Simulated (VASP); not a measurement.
Write the native input for VASP 6.6.1 that does the following.

```yaml
Task: single point
Functional: LDA
Potentials_or_basis: VASP PAW LDA potentials, release 64 (Mg, O)
Cutoff: 520 eV
k_mesh: 6 × 6 × 6
Occupations: gaussian, width 0.05 eV
Spin: no spin polarisation
Dipole_correction: no
Further_INCAR_settings: ALGO = Normal; EDIFF = 1e-06; NBANDS = 26
```

The structure of MgO lies in POSCAR:

```
MgO
1.0
    4.1607146133      0.0000000000      0.0000000000
    0.0000000000     -4.1607146133      0.0000000000
    0.0000000000      0.0000000000     -4.1607146133
Mg O
4 4
Direct
   -0.0353492667      1.0353492667      1.0999828247
    0.5000000000      0.5000000000      1.0000000000
    0.5000000000      1.0000000000      0.5000000000
    0.0000000000      0.5000000000      0.5000000000
    0.5000000000      0.0000000000      0.0000000000
    0.0000000000      0.5000000000      0.0000000000
    0.0000000000      0.0000000000      0.5000000000
    0.5000000000      0.5000000000      0.5000000000
```

This cell differs from its parent crystal: atom 1 (Mg) moved by -0.208 Å along [1 1 0] and -0.416 Å along [0 0 1].

These files were run (other wordings do the same):

INCAR

```
SYSTEM = MgO
PREC = Accurate
ENCUT = 520
EDIFF = 1E-6
ISMEAR = 0
SIGMA = 0.05
LREAL = .FALSE.
LASPH = .TRUE.
NELM = 100
ALGO = Normal
ISIF = 2
LWAVE = .FALSE.
LCHARG = .FALSE.
NBANDS = 26
```

KPOINTS

```
Automatic mesh
0
G
  6 6 6
  0 0 0
```

Potentials or basis: VASP PAW LDA potentials, release 64 (Mg, O).

Run with:

```bash
$ cat potpaw_LDA.64/Mg/POTCAR potpaw_LDA.64/O/POTCAR > POTCAR
$ mpirun -np 1 vasp_std > vasp.out
```

It gave:

- Pressure: 6.4 GPa
- Largest force: 7.957 eV/Å
- Band gap on the k mesh: 4.95 eV, direct

Caveat: the cell differs from its parent crystal (atom 1 (Mg) moved by -0.208 Å along [1 1 0] and -0.416 Å along [0 0 1]); forces of over 1 eV/Å act on the atoms, so gaps and moduli don't describe the material at rest.

Run time: 2.9 min on 1 thread of AMD EPYC 7571 (shared host), peak memory 0.19 GiB.
